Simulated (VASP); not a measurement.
Crystal: Ru.

```xyz
2
Lattice="2.6974 0.0000 0.0000 -1.3487 2.3361 0.0000 0.0000 0.0000 4.3699" Properties=species:S:1:pos:R:3 pbc="T T T"
Ru    0.0000    1.5574    1.0925
Ru    1.3487    0.7787    3.2774
```

| Quantity | Value |
| --- | --- |
| Program | VASP 6.6.1 |
| Task | relaxation of cell and atoms |
| Functional | PBE |
| Potentials or basis | VASP PAW PBE potentials, release 64 (Ru_pv) |
| Cutoff | 600 eV |
| k mesh | 18 × 18 × 10 |
| Occupations | fermi-dirac, width 0.08 eV |
| Spin | no spin polarisation |

At the start: pressure -0.2 GPa; volume 13.77 Å³/atom.

Q: Where does the relaxation end?

A: Over 13 steps the energy falls by 8.2 meV/atom; space group P6_3/mmc (No. 194, to 0.1 Å) before and after.

Step by step:
```csv
step,energy change (eV),largest force (eV/Å),pressure (GPa),volume (Å³)
1,0.0000,0.0000,-0.19,27.54
2,-0.0040,0.0000,1.36,27.45
3,-0.0164,0.0000,0.37,27.50
4,-0.0164,0.0000,0.39,27.50
5,-0.0162,0.0000,-0.97,27.61
6,-0.0165,0.0000,0.06,27.53
7,-0.0165,0.0000,-0.03,27.53
8,-0.0165,0.0000,-0.02,27.53
9,-0.0165,0.0000,-0.05,27.53
10,-0.0165,0.0000,0.17,27.52
11,-0.0165,0.0000,0.09,27.52
12,-0.0165,0.0000,0.04,27.53
13,-0.0165,0.0000,0.00,27.53
```

Final structure:
```
CELL_PARAMETERS angstrom
2.72025 0.00000 0.00000
-1.36013 2.35581 0.00000
0.00000 0.00000 4.29614
ATOMIC_POSITIONS crystal
Ru 0.33333 0.66667 0.25000
Ru 0.66667 0.33333 0.75000
```
